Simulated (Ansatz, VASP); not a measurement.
# Two plane-wave programs on Nb

INCAR

```
PREC = Accurate
ENCUT = 500
EDIFF = 1E-6
ISMEAR = -1
SIGMA = 0.1
LREAL = False
LASPH = True
NELM = 120
ALGO = Normal
ISIF = 2
LWAVE = False
LCHARG = False
GGA = PE
NBANDS = 12
GGA_COMPAT = False
```

Contents of KPOINTS:

```
Automatic mesh
0
Gamma
  14 14 14
```

File POSCAR:

```
Nb
1.0
   -1.6724430000      1.6724430000      1.6724430000
    1.6724430000     -1.6724430000      1.6724430000
    1.6724430000      1.6724430000     -1.6724430000
Nb
1
Direct
    0.0000000000      0.0000000000      0.0000000000
```

Input for Ansatz:

```yaml
crystal:
  lattice:
    - [-1.672443, 1.672443, 1.672443]
    - [1.672443, -1.672443, 1.672443]
    - [1.672443, 1.672443, -1.672443]
  atoms:
    - { symbol: Nb, position: [0.0, 0.0, 0.0] }
  symmetry: { tolerance: 0.0003 }
kpoints:
  mp_grid: { grid: [14, 14, 14], shift: [0, 0, 0] }
  band_path:
    path:
      - [0.0, 0.0, 0.0]
      - [0.5, -0.5, 0.5]
      - [0.0, 0.0, 0.5]
      - [0.0, 0.0, 0.0]
      - [0.25, 0.25, 0.25]
      - [0.5, -0.5, 0.5]
      - [0.25, 0.25, 0.25]
      - [0.0, 0.0, 0.5]
    npoints: 8
magnetization:
  spin_polarized: false
scf:
  occupations: { method: fermi_dirac }
  lower_state_search: "off"
  max_iter: 200
hamiltonian:
  pseudopotentials: { kind: paw }
  xc: pbe
basis:
  ecutwfc: 420
  fft_grid_basis: typed
output:
  forces: true
  stress: true
  eigenvalues: true
  bader: true
  populations: true
  elf: true
  write_potential: true
  volumetric_format: npy
  dos:
    e_range: [-12, 8]
    de: 0.05
    projected: { site_lists: { Nb: [Nb] } }
checkpoint:
  read: saved_state
```

Alike in both runs: task single point; functional PBE; k mesh 14 × 14 × 14; no spin polarisation.

```csv
,VASP,Ansatz
version,VASP 6.6.1,Ansatz 0.2.0
potentials or method,"VASP PAW PBE potentials, release 64 (Nb_sv), cutoff 500 eV",PAW plane waves
occupations,"fermi-dirac, width 0.1 eV",fermi-dirac
valence electrons in the cell,13,13
```

Ansatz gave:

| Item | Value |
| --- | --- |
| pressure (GPa) | -4.6 |

Q: Which values does VASP return?

A: Pressure (GPa): -4.9.
